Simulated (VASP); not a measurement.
Here is a VASP 6.6.1 calculation.

INCAR

```
SYSTEM = MgS
PREC = Accurate
ENCUT = 600
EDIFF = 1E-7
ISMEAR = 0
SIGMA = 0.01
LREAL = .FALSE.
LASPH = .TRUE.
NELM = 120
ALGO = Normal
ISIF = 3
LWAVE = .FALSE.
LCHARG = .FALSE.
GGA = PS
IBRION = 2
NSW = 60
EDIFFG = -0.03
PSTRESS = 50.0
GGA_COMPAT = .FALSE.
NELMIN = 4
```

The input KPOINTS:

```
Automatic mesh
0
G
  7 7 7
  0 0 0
```

Contents of POSCAR:

```
MgS
1.0
    0.0000000000      2.6016500000      2.6016500000
    2.6016500000      0.0000000000      2.6016500000
    2.6016500000      2.6016500000      0.0000000000
Mg S
1 1
Direct
    0.0000000000      0.0000000000      0.0000000000
    0.5000000000      0.5000000000      0.5000000000
```

Potentials or basis: VASP PAW PBE potentials, release 64 (Mg, S).

The run is started by

```sh
$ cat potpaw_PBE.64/Mg/POTCAR potpaw_PBE.64/S/POTCAR > POTCAR
$ mpirun -np 1 vasp_std > vasp.out
```

What does it give for the band gap on the k mesh?

3.07 eV, indirect (least direct gap 4.17 eV).

Estimate the space group after relaxing (to 0.05 Å).

Fm-3m (No. 225).

Estimate the relaxed cell.

a = 3.593 Å, b = 3.593 Å, c = 3.593 Å, α = 60.00°, β = 60.00°, γ = 60.00°.

What does it give for the relaxed volume?

16.41 Å³/atom.

Step by step:
```csv
step,energy change (eV),largest force (eV/Å),pressure (GPa),volume (Å³)
1,0.0000,0.0000,-1.10,35.22
2,0.0628,0.0000,7.92,31.91
3,0.0266,0.0000,5.01,32.81
```

Caveat: the cell is relaxed towards a set pressure, so the enthalpy falls and the energy may rise; the PAW data sets were made with another functional, which shifts forces and pressure a little. A k mesh can miss the band edges.
